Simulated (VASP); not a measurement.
# Mo: single point with r2SCAN

The system is Mo.

```
Mo
1.0
    -1.57100    1.57100    1.54743
     1.57100   -1.57100    1.54743
     1.57100    1.57100   -1.54743
Mo
1
Direct
  0.00000 0.00000 0.00000
```

This cell differs from its parent crystal: strain +0.000 along x and y, -0.015 along z.

| Item | Value |
| --- | --- |
| Program | VASP 6.6.1 |
| Task | single point |
| Functional | r2SCAN |
| Potentials or basis | VASP PAW PBE potentials, release 64 (Mo_sv) |
| Cutoff | 520 eV |
| k mesh | 22 × 22 × 22 |
| Occupations | gaussian, width 0.15 eV |
| Spin | no spin polarisation |

```json
{"Pressure": "8.0 GPa", "Band gap on the k mesh": "zero (band 7 reaches 17.19 eV, above the bottom of band 8 at 11.50 eV)"}
```

Stress tensor (GPa, compression positive):
```
 6.25  0.00  0.00
 0.00  6.25  0.00
 0.00  0.00 11.48
```

Levels at points of the mesh, in eV from the Fermi level:
```
           k point  band 4  band 5  band 6  band 7  band 8  band 9  band 10  band 11
(0.00, 0.00, 0.00)  -35.64   -7.73   -1.59   -1.40   -1.40    1.83     2.08    15.43
(0.50, 0.00, 0.00)  -35.66   -5.75   -3.76    1.73    2.01    2.73     5.11    12.55
(0.50, 0.50, 0.00)  -35.64   -5.72   -3.56    1.59    1.78    2.59     5.08    12.52
(0.50, 0.50, 0.50)  -36.71   -5.86   -5.82    4.26    4.26    4.32     9.53     9.53
```

It took 8.1 min on 1 thread of Intel(R) Xeon(R) Platinum 8259CL CPU @ 2.50GHz (Skylake/Cascade Lake), on a shared host, peak memory 0.26 GiB.

Caveat: the cell differs from its parent crystal (strain +0.000 along x and y, -0.015 along z); the PAW data sets were made with another functional, which shifts forces and pressure a little.
